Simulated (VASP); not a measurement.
Input of a VASP 6.6.1 run:

File INCAR:

```
SYSTEM = LiCl
ALGO = Normal
EDIFF = 1E-8
ENCUT = 520
GGA = PS
IBRION = 8
ISIF = 2
ISMEAR = 0
LASPH = .TRUE.
LCHARG = .FALSE.
LEPSILON = .TRUE.
LREAL = .FALSE.
LWAVE = .FALSE.
NELM = 100
NSW = 1
PREC = Accurate
SIGMA = 0.01
```

KPOINTS

```
k-points
0
G
  8 8 8
  0 0 0
```

The input POSCAR:

```
LiCl
1.0
    3.1754000000      0.0000000000      0.0000000000
    0.0000000000      3.1754000000      0.0000000000
    0.0000000000      0.0000000000      3.1754000000
Li Cl
1 1
Direct
    0.0000000000      0.0000000000      0.0000000000
    0.5000000000      0.5000000000      0.5000000000
```

Potentials or basis: VASP PAW PBE potentials, release 64 (Li_sv, Cl).

Command:

```console
$ cat potpaw_PBE.64/Li_sv/POTCAR potpaw_PBE.64/Cl/POTCAR > POTCAR
$ mpirun -np 1 vasp_std > vasp.out
```

(1) What does it give for the electronic dielectric tensor (diagonal)?

(2) Estimate the Born charges (mean of the diagonal).

(3) Estimate the highest phonon frequency at Γ, LO-TO splitting left out.

Answers

(1) 3.29.

(2) Li +1.29; Cl -1.29 e.

(3) 0 cm⁻¹.

Caveat: the cell wasn't relaxed at this level first, which shifts response properties; some modes are imaginary.
